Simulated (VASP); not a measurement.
# TiTe3Se (R-3m) in VASP: single point with PBE

Aim: the single point of TiTe3Se with PBE.

All numbers are computed with VASP 6.6.1; they aren't measurements. Logs are shortened: lines on timing, memory, paths and dates and some standing lists are left out, and cuts for length are marked.

**1. The cell of the first run**

Symmetry: R-3m, No. 166, trigonal system. Conventional cell: a = 6.628 Å, b = 6.628 Å, c = 11.530 Å, α = 90.00°, β = 90.00°, γ = 120.00°. Ti (site symmetry -3m) has 6 Te at 2.71 Å within 3.6 Å. Te (site symmetry 2/m) has 2 Ti at 2.71 Å and 2 Se at 3.31 Å and 4 Te at 3.31 Å within 3.6 Å. Se (site symmetry -3m) has 12 Te at 3.31 to 4.29 Å and 6 Ti at 4.28 Å within 4.4 Å.

**2. Single point, PBE, collinear spin**

Contents of INCAR:

```
PREC = Accurate
ENCUT = 520
EDIFF = 1E-6
ISMEAR = 0
SIGMA = 0.1
LREAL = F
LASPH = T
NELM = 150
ALGO = Normal
ISIF = 2
LWAVE = F
LCHARG = F
ISPIN = 2
MAGMOM = 0.26 0 0 0 0
LORBIT = 11
LMAXMIX = 4
GGA = PE
NBANDS = 30
```

Contents of KPOINTS:

```
regular mesh
0
Gamma
  6 6 6
```

Contents of POSCAR:

```
TiTe3Se
1.0
    3.3139853121      1.9133303120      3.8432621375
   -3.3139853121      1.9133303120      3.8432621375
    0.0000000000     -3.8266606241      3.8432621374
Ti Te Se
1 3 1
Direct
    0.0000000000      0.0000000000      0.0000000000
    0.0000000000      0.0000000000      0.5000000000
    0.5000000000      0.0000000000      0.0000000000
    0.0000000000      0.5000000000      0.0000000000
    0.5000000000      0.5000000000      0.5000000000
```

Potentials or basis: VASP PAW PBE potentials, release 64 (Ti_sv, Te, Se).

Launch:

```sh
> cat potpaw_PBE.64/Ti_sv/POTCAR potpaw_PBE.64/Te/POTCAR potpaw_PBE.64/Se/POTCAR > POTCAR
> mpirun -np 1 vasp_std > vasp.out
```

OUTCAR:

```text
PREC = Accurate
   ENCUT = 520
   EDIFF = 1E-6
   ISMEAR = 0
   LREAL = F
   LASPH = T
   NELM = 150
   ISIF = 2
   ISPIN = 2
   LORBIT = 11
   GGA = PE

 ion  position               nearest neighbor table
   1  0.000  0.000  0.000-   2 2.71   2 2.71   4 2.71   3 2.71   4 2.71   3 2.71
   2  0.000  0.000  0.500-   1 2.71   1 2.71   3 3.31   4 3.31   4 3.31   3 3.31
   3  0.500  0.000  0.000-   1 2.71   1 2.71   4 3.31   4 3.31   2 3.31   2 3.31
   4  0.000  0.500  0.000-   1 2.71   1 2.71   3 3.31   3 3.31   2 3.31   2 3.31
   5  0.500  0.500  0.500-

  LATTYP: Found a trigonal (rhomboedric) cell.
 ALAT       =     5.4234671004
 COS(alpha) =     0.2532467281

  Lattice vectors:

 A1 = (   3.3139853121,   1.9133303120,   3.8432621375)
 A2 = (  -3.3139853121,   1.9133303120,   3.8432621375)
 A3 = (   0.0000000000,  -3.8266606241,   3.8432621374)

Analysis of symmetry for initial positions (statically):
=====================================================================
 Subroutine PRICEL returns:
 Original cell was already a primitive cell.

 Routine SETGRP: Setting up the symmetry group for a
 trigonal (rhombohedral) supercell.

 Subroutine GETGRP returns: Found 12 space group operations
 (whereof 12 operations were pure point group operations)
 out of a pool of 12 trial point group operations.

The static configuration has the point symmetry D_3d.

Analysis of symmetry for dynamics (positions and initial velocities):
=====================================================================
 Subroutine PRICEL returns:
 Original cell was already a primitive cell.

 Routine SETGRP: Setting up the symmetry group for a
 trigonal (rhombohedral) supercell.

 Subroutine GETGRP returns: Found 12 space group operations
 (whereof 12 operations were pure point group operations)
 out of a pool of 12 trial point group operations.

The dynamic configuration has the point symmetry D_3d.

Analysis of structural, dynamic, and magnetic symmetry:
=====================================================================
 Subroutine PRICEL returns:
 Original cell was already a primitive cell.

 Routine SETGRP: Setting up the symmetry group for a
 trigonal (rhombohedral) supercell.

 Subroutine GETGRP returns: Found 12 space group operations
 (whereof 12 operations were pure point group operations)
 out of a pool of 12 trial point group operations.

The overall configuration has the point symmetry D_3d.

 Subroutine INISYM returns: Found 12 space group operations
 (whereof 12 operations are pure point group operations),
 and found     1 'primitive' translations

----------------------------------------------------------------------------------------

                                     Primitive cell

  volume of cell :     146.2150

  direct lattice vectors                    reciprocal lattice vectors
     3.313985312  1.913330312  3.843262138     0.150875744  0.087108151  0.086731876
    -3.313985312  1.913330312  3.843262138    -0.150875744  0.087108151  0.086731876
     0.000000000 -3.826660624  3.843262137     0.000000000 -0.174216303  0.086731876

  length of vectors
     5.423467100  5.423467100  5.423467100     0.194611763  0.194611763  0.194611763

  position of ions in fractional coordinates (direct lattice)
     0.000000000  0.000000000  0.000000000
     0.000000000  0.000000000  0.500000000
     0.500000000  1.000000000  0.000000000
     1.000000000  0.500000000  0.000000000
     0.500000000  0.500000000  0.500000000

  ion indices of the primitive-cell ions
   primitive index   ion index
                 1           1
                 2           2
                 3           3
                 4           4
                 5           5

----------------------------------------------------------------------------------------

 KPOINTS: regular mesh

Automatic generation of k-mesh.
 Grid dimensions read from file:
 generate k-points for:    6    6    6

 Generating k-lattice:

  Cartesian coordinates                     Fractional coordinates (reciprocal lattice)
     0.025145957  0.014518025  0.014455313     0.166666667 -0.000000000  0.000000000
    -0.025145957  0.014518025  0.014455313    -0.000000000  0.166666667  0.000000000
     0.000000000 -0.029036050  0.014455313     0.000000000  0.000000000  0.166666667

  Length of vectors
     0.032435294  0.032435294  0.032435294

  Shift w.r.t. Gamma in fractional coordinates (k-lattice)
     0.000000000  0.000000000  0.000000000

 Subroutine IBZKPT returns following result:
 ===========================================

 Found     32 irreducible k-points:

 Following reciprocal coordinates:
            Coordinates               Weight
  0.000000  0.000000  0.000000      1.000000
  0.166667 -0.000000  0.000000      6.000000
  0.333333 -0.000000 -0.000000      6.000000
  0.500000  0.000000 -0.000000      3.000000
  0.166667  0.166667  0.000000      6.000000
  0.333333  0.166667 -0.000000     12.000000
[... 16 lines left out ...]
  0.500000  0.500000  0.166667      6.000000
 -0.333333  0.500000  0.166667     12.000000
 [... further k-points ...]
   k-points           NKPTS =     32   k-points in BZ     NKDIM =     32   number of bands    NBANDS=     30
   number of dos      NEDOS =    301   number of ions     NIONS =      5
   total plane-waves  NPLWV =  64000
   dimension x,y,z NGX =    40 NGY =   40 NGZ =   40
   dimension x,y,z NGXF=    80 NGYF=   80 NGZF=   80
   ions per type =               1   3   1
   NGX,Y,Z   is equivalent  to a cutoff of  12.26, 12.26, 12.26 a.u.
   NGXF,Y,Z  is equivalent  to a cutoff of  24.52, 24.52, 24.52 a.u.
 SYSTEM =  unknown system
   PREC   = accura    normal or accurate (medium, high low for compatibility)
   ISTART =      0    job   : 0-new  1-cont  2-samecut
   ICHARG =      2    charge: 1-file 2-atom 10-const
   ISPIN  =      2    spin polarized calculation?
   LNONCOLLINEAR =      F non collinear calculations
   LSORBIT =      F    spin-orbit coupling
   LASPH  =      T    aspherical Exc in radial PAW
   ENCUT  =  520.0 eV  38.22 Ry    6.18 a.u.  10.08 10.08 10.08*2*pi/ulx,y,z
   NELM   =    150;   NELMIN=  2; NELMDL= -5     # of ELM steps
   EDIFF  = 0.1E-05   stopping-criterion for ELM
   LREAL  =      F    real-space projection
   EDIFFG = 0.1E-04   stopping-criterion for IOM
   NSW    =      0    number of steps for IOM
   IBRION =     -1    ionic relax: 0-MD 1-quasi-New 2-CG
   NFREE  =      0    steps in history (QN), initial steepest desc. (CG)
   ISIF   =      2    stress and relaxation
   ISYM   =      2    0-nonsym 1-usesym 2-fastsym
   POTIM  = 0.5000    time-step for ionic-motion
   TEBEG  =    0.0;   TEEND  =   0.0 temperature during run
   PSTRESS=    0.0 pullay stress
   NELECT =      36.0000    total number of electrons
   NUPDOWN=      -1.0000    fix difference up-down
   EMIN   =  10.00;   EMAX   =-10.00  energy-range for DOS
   EFERMI =   0.00;   METHOD = LEGACY
   ISMEAR =     0;   SIGMA  =   0.10  broadening in eV -4-tet -1-fermi 0-gaus
   EFERMI_NEDOS =   21; number of points for ismear=-14 and -15
   IALGO  =     38    algorithm
   IMIX   =      4    mixing-type and parameters
     AMIX     =   0.40;   BMIX     =  1.00
     AMIX_MAG =   1.60;   BMIX_MAG =  1.00
  volume/ion in A,a.u.               =      29.24       197.34
  Fermi-wavevector in a.u.,A,eV,Ry     =   1.026073  1.938997 14.324574  1.052826
  Thomas-Fermi vector in A             =   2.159947
   LORBIT       =     11    0 simple, 1 ext, 2 COOP (PROOUT), +10 PAW based schemes
   GGA     = PE    functional components
   LHFCALC =     F    Hartree Fock is set to
   AEXX    =    0.0000 exact exchange contribution
   IVDW    =     0    specifies the selected vdW correction
   LEPSILON=     F    determine dielectric tensor
   LRPA    =     F    only Hartree local field effects (RPA)
 spin polarized calculation
 Gauss-broadening in eV      SIGMA  =   0.10
  energy-cutoff  :      520.00
  volume of cell :      146.21
 maximum number of plane-waves:      3980
   NGX = 21   NGY = 21   NGZ = 21

 number of electron      36.0000013 magnetization       0.0245156

 number of electron      36.0000010 magnetization      -0.0231856

 Free energy of the ion-electron system (eV)
  ---------------------------------------------------
  ext. energy  EPLUGINS =         0.00000000
  ---------------------------------------------------
  free energy    TOTEN  =       -20.50236370 eV

  energy without entropy =      -20.47488990  energy(sigma->0) =      -20.48862680

 E-fermi :   5.4377     XC(G=0):  -9.3305

 val. band max:        5.4324334743   @ k =   0.3333   0.1667  -0.0000
 cond. band min:       5.4586140780   @ k =   0.3333  -0.0000  -0.0000
 fundamental gap:      0.0261806037
 Fermi energy:         5.4376821444

 spin component 1

 k-point     1 :       0.0000    0.0000    0.0000
  band No.  band energies     occupation
      1     -52.1388      1.00000
      2     -28.4670      1.00000
      3     -28.4135      1.00000
      4     -28.4135      1.00000
      5      -7.8761      1.00000
      6      -5.6962      1.00000
[... 781 lines left out ...]
     29      12.3527      0.00000
     30      13.1701      0.00000

 [... further k-points ...]

 spin component 2

 k-point     1 :       0.0000    0.0000    0.0000
  band No.  band energies     occupation
      1     -52.1568      1.00000
      2     -28.4816      1.00000
      3     -28.4332      1.00000
      4     -28.4332      1.00000
      5      -7.8767      1.00000
      6      -5.6990      1.00000
[... 781 lines left out ...]
     29      12.3510      0.00000
     30      13.1695      0.00000

 [... further k-points ...]

------------------------ aborting loop because EDIFF is reached ----------------------------------------

  FORCE on cell =-STRESS in cart. coord.  units (eV):
  Direction    XX          YY          ZZ          XY          YZ          ZX
  --------------------------------------------------------------------------------------
  -------------------------------------------------------------------------------------
  Total       -0.1032124     -0.1032124     -0.1183172      0.0000000     -0.0000000      0.0000000
  in kB       -1.1309689     -1.1309689     -1.2964823      0.0000000     -0.0000000      0.0000000
  external PRESSURE =      -1.1861400 kB  Pullay stress =       0.0000000 kB

 VOLUME and BASIS-vectors are now :
 -----------------------------------------------------------------------------
  energy-cutoff  :      520.00
  volume of cell :      146.21
      direct lattice vectors                 reciprocal lattice vectors
     3.313985312  1.913330312  3.843262138     0.150875744  0.087108151  0.086731876
    -3.313985312  1.913330312  3.843262138    -0.150875744  0.087108151  0.086731876
     0.000000000 -3.826660624  3.843262137     0.000000000 -0.174216303  0.086731876

 POSITION                                       TOTAL-FORCE (eV/Angst)
 -----------------------------------------------------------------------------------
      0.00000      0.00000      0.00000        -0.000000      0.000000     -0.000000
      0.00000     -1.91333      1.92163        -0.000000     -0.000000      0.000000
      1.65699      0.95667      1.92163         0.000000      0.000000     -0.000000
     -1.65699      0.95667      1.92163         0.000000      0.000000     -0.000000
      0.00000     -0.00000      5.76489        -0.000000     -0.000000      0.000000
 -----------------------------------------------------------------------------------
    total drift:                               -0.000000      0.000000      0.000000

  FREE ENERGIE OF THE ION-ELECTRON SYSTEM (eV)
  ---------------------------------------------------
  free  energy   TOTEN  =       -20.5023636970 eV

  energy  without entropy=      -20.4748899028  energy(sigma->0) =      -20.48862680

 total charge

# of ion       s       p       d       tot
------------------------------------------
    1        2.166   6.112   1.955  10.233
    2        1.404   1.880   0.046   3.330
    3        1.404   1.880   0.046   3.330
    4        1.404   1.880   0.046   3.330
    5        1.502   2.151   0.015   3.668
--------------------------------------------------
tot          7.880  13.904   2.107  23.891

 magnetization (x)

# of ion       s       p       d       tot
------------------------------------------
    1       -0.000  -0.000  -0.019  -0.020
    2        0.000   0.001  -0.000   0.001
    3        0.000   0.001  -0.000   0.001
    4        0.000   0.001  -0.000   0.001
    5       -0.000  -0.003  -0.000  -0.003
--------------------------------------------------
tot         -0.000  -0.000  -0.020  -0.020
```

It took 3.4 min on 1 thread of Intel Xeon Platinum 8375C at 2.90GHz (Ice Lake), shared host; peak memory 0.43 GiB.

Results:

- Free energy: -20.5024 eV
- Pressure: -0.1 GPa
- Band gap on the k mesh: zero (filled and empty bands overlap)
- Net moment: -0.02 μB per cell
- Valence electrons inside the program's atomic spheres: Ti 10.23; Te 3.33; Se 3.67

Levels at points of the mesh, in eV from the Fermi level:
Spin up:
| k point | band 15 | band 16 | band 17 | band 18 | band 19 | band 20 | band 21 | band 22 |
| --- | --- | --- | --- | --- | --- | --- | --- | --- |
| (0.00, 0.00, 0.00) | -0.81 | -0.38 | -0.13 | -0.13 | 0.19 | 0.19 | 0.69 | 0.86 |
| (0.50, 0.00, 0.00) | -1.67 | -1.62 | -1.36 | -1.18 | 0.06 | 0.20 | 0.94 | 1.00 |
| (0.50, 0.50, 0.00) | -2.17 | -2.10 | -1.39 | -0.10 | 0.82 | 1.02 | 1.14 | 1.25 |
| (0.50, 0.50, 0.50) | -0.25 | -0.11 | -0.11 | 1.07 | 1.15 | 1.21 | 1.21 | 2.44 |
Spin down:
```tsv
k point	band 14	band 15	band 16	band 17	band 18	band 19	band 20	band 21	band 22	band 23
(0.00, 0.00, 0.00)	-1.94	-0.81	-0.39	-0.16	-0.16	0.19	0.19	0.69	0.85	0.85
(0.50, 0.00, 0.00)	-2.13	-1.67	-1.62	-1.36	-1.18	0.04	0.19	0.93	0.99	1.34
(0.50, 0.50, 0.00)	-2.46	-2.17	-2.10	-1.40	-0.10	0.81	1.00	1.12	1.25	1.34
(0.50, 0.50, 0.50)	-3.01	-0.25	-0.12	-0.12	1.05	1.15	1.20	1.20	2.43	2.43
```

Caveat: spin-orbit coupling is left out, which moves the levels of the heavy elements.

The gap in the log of VASP goes by the Fermi energy; the results here count the filled bands.